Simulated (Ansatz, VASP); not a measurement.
# One calculation of AlNi, two programs

Contents of INCAR:

```
SYSTEM = AlNi
ALGO = Normal
EDIFF = 1E-6
ENCUT = 600
GGA = PS
GGA_COMPAT = .False.
ISIF = 2
ISMEAR = 0
LASPH = .True.
LCHARG = .False.
LREAL = .False.
LWAVE = .False.
NBANDS = 21
NELM = 120
PREC = Accurate
SIGMA = 0.15
```

File KPOINTS:

```
k-points
0
Gamma
  18 18 18
  0 0 0
```

POSCAR

```
AlNi
1.0
   -2.8621655520      0.0000000000     -2.8621655520
    0.0000000000     -2.8621655520     -2.8621655520
   -2.8621655520     -2.8621655520      0.0000000000
Al Ni
2 2
Direct
    0.5000000000      0.5000000000      0.5000000000
    0.0000000000      0.0000000000      0.0000000000
    0.2578611805      0.2578611805      0.2421388195
    0.7421388195      0.7421388195      0.7578611805
```

Input for Ansatz:

```yaml
crystal:
  lattice:
    - [-2.862165552, 0.0, -2.862165552]
    - [0.0, -2.862165552, -2.862165552]
    - [-2.862165552, -2.862165552, 0.0]
  atoms:
    - { symbol: Al, position: [0.5, 0.5, 0.5] }
    - { symbol: Al, position: [0.0, 0.0, 0.0] }
    - { symbol: Ni, position: [0.2578611805, 0.2578611805, 0.2421388195] }
    - { symbol: Ni, position: [0.7421388195, 0.7421388195, 0.7578611805] }
basis:
  ecutwfc: 420
kpoints:
  mp_grid: { grid: [18, 18, 18] }
hamiltonian:
  xc: pbesol
scf:
  occupations: { method: gaussian, width: 0.15 }
output:
  forces: true
  stress: true
  eigenvalues: true
```

Change from the starting cell: mode 4 (170.3 1/cm) frozen in, largest displacement +0.045 Å.

Alike in both runs: task single point; functional PBEsol; k mesh 18 × 18 × 18; occupations gaussian, width 0.15 eV; no spin polarisation.

|  | VASP | Ansatz |
| --- | --- | --- |
| version | VASP 6.6.1 | Ansatz 0.2.0 |
| potentials or method | VASP PAW PBE potentials, release 64 (Al, Ni), cutoff 600 eV | scalar-relativistic, plane waves, PAW |
| valence electrons in the cell | 26 | 42 |

Ansatz gave:

```
gap on the k mesh at the Fermi level (eV)                     : none
pressure (GPa)                                                : 0.2
traceless stress, the component that is largest in VASP (GPa) : 0.16
rms of the force components (eV/Å)                            : 0.117
```

Task: What did VASP give for the same quantities?

Result: gap on the k mesh at the Fermi level (eV): none; pressure (GPa): 0.4; traceless stress, the component that is largest in VASP (GPa): 0.16; rms of the force components (eV/Å): 0.118.

VASP's potentials were made for PBE, not for PBEsol. Atom by atom the forces differ by 0.001 eV/Å (rms over components). A gap of «none» marks a metal or a gap that the smearing closes. VASP's potentials hold 26 valence electrons a cell and Ansatz's 42, so a difference there can come from the potentials and not from the codes.
